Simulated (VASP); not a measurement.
Input of a VASP 6.6.1 run:

The input INCAR:

```
SYSTEM = MgS
PREC = Accurate
ENCUT = 600
EDIFF = 1E-6
ISMEAR = -1
SIGMA = 0.1
LREAL = .FALSE.
LASPH = .TRUE.
NELM = 120
ALGO = Normal
ISIF = 2
LWAVE = .FALSE.
LCHARG = .FALSE.
NBANDS = 16
GGA_COMPAT = .FALSE.
```

File KPOINTS:

```
Automatic mesh
0
G
  5 5 3
  0 0 0
```

File POSCAR:

```
MgS
1.0
    4.0346224100      0.0000000000      0.0000000000
   -2.0173112000      3.4940855000      0.0000000000
    0.0000000000      0.0000000000      6.4322941800
Mg S
2 2
Direct
    0.6666666700      0.3333333300      0.4957548500
    0.3333333300      0.6666666700      0.9957548500
    0.3333333300      0.6666666700      0.3792441500
    0.6666666700      0.3333333300      0.8792441500
```

Potentials or basis: VASP PAW LDA potentials, release 64 (Mg, S).

Command:

```sh
$ cat potpaw_LDA.64/Mg/POTCAR potpaw_LDA.64/S/POTCAR > POTCAR
$ mpirun -np 1 vasp_std > vasp.out
```

Q: Estimate the band gap on the k mesh.

A: 3.16 eV.

Q: Predict the largest force.

A: 0.053 eV/Å.

Q: What does it give for the pressure?

A: -2.4 GPa.

Stress tensor (GPa, compression positive):
```
-2.30  0.00  0.00
 0.00 -2.30  0.00
 0.00  0.00 -2.51
```
